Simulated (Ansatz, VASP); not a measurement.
**One calculation of MgH2, two programs**

Contents of INCAR:

```
SYSTEM = MgH2
PREC     = Accurate       ! precision mode
ENCUT    = 600            ! plane-wave cutoff, eV
EDIFF    = 1E-6           ! SCF threshold, eV
ISMEAR   = 0              ! smearing method
SIGMA    = 0.02           ! smearing width, eV
LREAL    = .False.        ! projectors in reciprocal space
LASPH    = .True.         ! aspherical terms in the spheres
NELM     = 100            ! most SCF steps
ALGO     = Normal         ! electronic algorithm
ISIF     = 3              ! what is computed and relaxed
LWAVE    = .False.        ! write WAVECAR
LCHARG   = .False.        ! write CHGCAR
GGA      = PE             ! functional
IBRION   = 2              ! ionic algorithm
NSW      = 100            ! ionic steps
EDIFFG   = -0.01          ! ionic threshold
```

The input KPOINTS:

```
Automatic mesh
0
Gamma
  8 8 4
  0 0 0
```

The input POSCAR:

```
MgH2
1.0
    3.2632656615      0.0000000000      0.0000000000
    0.0000000000      3.2558794347      0.0000000000
    0.0000000000      0.0000000000      6.4405523521
Mg H
2 4
Direct
    0.0000000000      0.4857933017      0.4993775435
    0.0000000000      0.5142066983      0.9993775435
    0.0000000000      0.9874858620      0.6418942879
    0.0000000000      0.0125141380      0.1418942879
    0.5000000000      0.4976127590      0.8587865904
    0.5000000000      0.5023872410      0.3587865904
```

Input for Ansatz:

```yaml
crystal:
  lattice:
    - [3.2632656615, 0.0, 0.0]
    - [0.0, 3.2558794347, 0.0]
    - [0.0, 0.0, 6.4405523521]
  atoms:
    - { symbol: Mg, position: [0.0, 0.4857933017, 0.4993775435] }
    - { symbol: Mg, position: [0.0, 0.5142066983, 0.9993775435] }
    - { symbol: H, position: [0.0, 0.987485862, 0.6418942879] }
    - { symbol: H, position: [0.0, 0.012514138, 0.1418942879] }
    - { symbol: H, position: [0.5, 0.497612759, 0.8587865904] }
    - { symbol: H, position: [0.5, 0.502387241, 0.3587865904] }
basis:
  ecutwfc: 420
kpoints:
  mp_grid: { grid: [8, 8, 4] }
hamiltonian:
  xc: pbe
scf:
  occupations: { method: gaussian, width: 0.02 }
output:
  forces: true
  stress: true
  eigenvalues: true
  write_density: true
  write_potential: true
  elf: true
  volumetric_format: npy
relax:
  adjacent_minimum: "off"
  f_tol: 0.01
  max_steps: 80
  cell: { stress_tol: 0.05 }
```

Change from the starting cell: the structure that the rattled cell fell into.

Alike in both runs: task relaxation of cell and atoms; functional PBE; k mesh 8 × 8 × 4; occupations gaussian, width 0.02 eV; no spin polarisation.

|  | VASP | Ansatz |
| --- | --- | --- |
| version | VASP 6.6.1 | Ansatz 0.2.0 |
| potentials or method | VASP PAW PBE potentials, release 64 (Mg, H), cutoff 600 eV | scalar-relativistic, plane waves, PAW |
| valence electrons in the cell | 8 | 24 |

|  | VASP | Ansatz | Ansatz less VASP |
| --- | --- | --- | --- |
| gap on the k mesh at the Fermi level, each at its own relaxed structure (eV) | 1.90 | 1.91 | +0.012 |
| relaxed volume (Å³/atom) | 11.39 | 11.40 | +0.014 |
| relaxed cell length with the largest relative difference (Å) | 3.262 | 3.263 | +0.0016 |

VASP's potentials hold 8 valence electrons a cell and Ansatz's 24, so a difference there can come from the potentials and not from the codes.
